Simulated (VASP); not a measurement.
# Rh (P6_3/mmc) in VASP: further runs, part 2 of 2

VASP 6.6.1. The steps go on from the part before.

## Step 5: Single point, PBE (15.79 Å³/atom)

This run uses another cell than the first one, of 15.79 Å³/atom.

Input file INCAR:

```
SYSTEM = Rh
PREC = Accurate
ENCUT = 520
EDIFF = 1E-6
ISMEAR = 0
SIGMA = 0.15
LREAL = .FALSE.
LASPH = .TRUE.
NELM = 80
ALGO = Fast
ISIF = 2
LWAVE = .FALSE.
LCHARG = .FALSE.
GGA = PE
NBANDS = 22
```

Input file KPOINTS:

```
regular mesh
0
G
  21 21 12
  0 0 0
```

Input file POSCAR:

```
Rh
1.0
    2.7182855735      0.0000000000      0.0000000000
   -1.3591427868      2.3541043614      0.0000000000
    0.0000000000      0.0000000000      4.9350474587
Rh
2
Direct
    0.6666666667      0.3333333333      0.7500000000
    0.3333333333      0.6666666667      0.2500000000
```

Potentials or basis: VASP PAW PBE potentials, release 64 (Rh_pv).

Run with:

```console
$ cat potpaw_PBE.64/Rh_pv/POTCAR > POTCAR
$ mpirun -np 1 vasp_std > vasp.out
```

OUTCAR:

```text
SYSTEM = Rh
   PREC = Accurate
   ENCUT = 520
   EDIFF = 1E-6
   ISMEAR = 0
   LREAL = .FALSE.
   LASPH = .TRUE.
   NELM = 80
   ISIF = 2
   GGA = PE

 ion  position               nearest neighbor table
   1  0.667  0.333  0.750-   2 2.92   2 2.92   2 2.92   2 2.92   2 2.92   2 2.92
   2  0.333  0.667  0.250-   1 2.92   1 2.92   1 2.92   1 2.92   1 2.92   1 2.92

  LATTYP: Found a hexagonal cell.
 ALAT       =     2.7182855735
 C/A-ratio  =     1.8155000000

  Lattice vectors:

 A1 = (   2.7182855735,   0.0000000000,   0.0000000000)
 A2 = (  -1.3591427868,   2.3541043614,   0.0000000000)
 A3 = (   0.0000000000,   0.0000000000,   4.9350474587)

Analysis of symmetry for initial positions (statically):
=====================================================================
 Subroutine PRICEL returns:
 Original cell was already a primitive cell.

 Routine SETGRP: Setting up the symmetry group for a
 hexagonal supercell.

 Subroutine GETGRP returns: Found 24 space group operations
 (whereof 12 operations were pure point group operations)
 out of a pool of 24 trial point group operations.

The static configuration has the point symmetry D_3d.
 The point group associated with its full space group is D_6h.

Analysis of symmetry for dynamics (positions and initial velocities):
=====================================================================
 Subroutine PRICEL returns:
 Original cell was already a primitive cell.

 Routine SETGRP: Setting up the symmetry group for a
 hexagonal supercell.

 Subroutine GETGRP returns: Found 24 space group operations
 (whereof 12 operations were pure point group operations)
 out of a pool of 24 trial point group operations.

The dynamic configuration has the point symmetry D_3d.
 The point group associated with its full space group is D_6h.

 Subroutine INISYM returns: Found 24 space group operations
 (whereof 12 operations are pure point group operations),
 and found     1 'primitive' translations

[... 103 lines left out ...]
   TEBEG  =    0.0;   TEEND  =   0.0 temperature during run
   PSTRESS=    0.0 pullay stress
   NELECT =      30.0000    total number of electrons
   NUPDOWN=      -1.0000    fix difference up-down
   EMIN   =  10.00;   EMAX   =-10.00  energy-range for DOS
   EFERMI =   0.00;   METHOD = LEGACY
   ISMEAR =     0;   SIGMA  =   0.15  broadening in eV -4-tet -1-fermi 0-gaus
   EFERMI_NEDOS =   21; number of points for ismear=-14 and -15
   IALGO  =     68    algorithm
   IMIX   =      4    mixing-type and parameters
     AMIX     =   0.40;   BMIX     =  1.00
     AMIX_MAG =   1.60;   BMIX_MAG =  1.00
  volume/ion in A,a.u.               =      15.79       106.56
  Fermi-wavevector in a.u.,A,eV,Ry     =   1.609328  3.041189 35.238223  2.589936
  Thomas-Fermi vector in A             =   2.705055
   LORBIT       =      0    0 simple, 1 ext, 2 COOP (PROOUT), +10 PAW based schemes
   GGA     = PE    functional components
   LHFCALC =     F    Hartree Fock is set to
   AEXX    =    0.0000 exact exchange contribution
   IVDW    =     0    specifies the selected vdW correction
   LEPSILON=     F    determine dielectric tensor
   LRPA    =     F    only Hartree local field effects (RPA)
 non-spin polarized calculation
 RMM-DIIS sequential band-by-band and
 Gauss-broadening in eV      SIGMA  =   0.15
  energy-cutoff  :      520.00
  volume of cell :       31.58
 maximum number of plane-waves:       882
   NGX = 11   NGY = 11   NGZ = 19

 number of electron      30.0000005 magnetization

 Free energy of the ion-electron system (eV)
  ---------------------------------------------------
  ext. energy  EPLUGINS =         0.00000000
  ---------------------------------------------------
  free energy    TOTEN  =       -14.06424025 eV

  energy without entropy =      -14.01975419  energy(sigma->0) =      -14.04199722

 E-fermi :   9.5328     XC(G=0): -13.1416

 val. band max:        9.5327150249   @ k =   0.1905   0.0952   0.4167
 cond. band min:       9.5338365775   @ k =   0.3333   0.3333   0.2500
 fundamental gap:      0.0011215526
 Fermi energy:         9.5328092756

 k-point     1 :       0.0000    0.0000    0.0000
  band No.  band energies     occupation
      1     -36.8884      2.00000
      2     -36.6094      2.00000
      3     -36.6094      2.00000
      4     -36.5765      2.00000
      5     -36.5765      2.00000
      6     -36.5635      2.00000
[... 589 lines left out ...]
     21      25.2708      0.00000
     22      26.7197      0.00000

 [... further k-points ...]
[... 5 lines left out ...]
  --------------------------------------------------------------------------------------
  -------------------------------------------------------------------------------------
  Total       -2.4104252     -2.4104252     -6.1421281      0.0000000      0.0000000      0.0000000
  in kB     -122.2903306   -122.2903306   -311.6142618      0.0000000      0.0000000      0.0000000
  external PRESSURE =    -185.3983077 kB  Pullay stress =       0.0000000 kB

 VOLUME and BASIS-vectors are now :
 -----------------------------------------------------------------------------
  energy-cutoff  :      520.00
  volume of cell :       31.58
      direct lattice vectors                 reciprocal lattice vectors
     2.718285574  0.000000000  0.000000000     0.367878934  0.212395002  0.000000000
    -1.359142787  2.354104361  0.000000000     0.000000000  0.424790004  0.000000000
     0.000000000  0.000000000  4.935047459     0.000000000  0.000000000  0.202632297

 POSITION                                       TOTAL-FORCE (eV/Angst)
 -----------------------------------------------------------------------------------
      1.35914      0.78470      3.70129         0.000000      0.000000      0.000000
     -0.00000      1.56940      1.23376        -0.000000     -0.000000      0.000000
 -----------------------------------------------------------------------------------
    total drift:                               -0.000000      0.000000     -0.000000

  FREE ENERGIE OF THE ION-ELECTRON SYSTEM (eV)
  ---------------------------------------------------
  free  energy   TOTEN  =       -14.0642402469 eV

  energy  without entropy=      -14.0197541924  energy(sigma->0) =      -14.04199722
```

It took 4.7 min on 1 thread of Intel Xeon 8259CL, shared host; peak memory 0.29 GiB.

What came out:

```
Free energy            : -14.0642 eV
Pressure               : -18.5 GPa
Band gap on the k mesh : zero (bands 15 and 16 overlap by 2.13 eV)
```

Caveat: the cell stands under tension.

## Step 6: Summary

```tsv
cell	gap on the mesh (eV)	pressure (GPa)
a = 2.721, b = 2.721, c = 4.793 Å, angles 90.0, 90.0, 120.0°, 2 atoms	none	-15.9
a = 2.890, b = 2.890, c = 4.249 Å, angles 90.0, 90.0, 120.0°, 2 atoms	none	-15.3
a = 2.773, b = 2.773, c = 4.741 Å, angles 90.0, 90.0, 120.0°, 2 atoms	none	-20.8
a = 2.718, b = 2.718, c = 4.935 Å, angles 90.0, 90.0, 120.0°, 2 atoms	none	-18.5
```

Alike in all rows: task single point; level PBE; potentials or basis VASP PAW PBE potentials, release 64 (Rh_pv); no spin polarisation; k mesh 21 × 21 × 12; cutoff (eV) 520; smearing gaussian 0.15 eV.

Caveats: the cell stands under tension.

Total energies depend on the potentials used, so only differences within one code and one set of settings carry meaning.
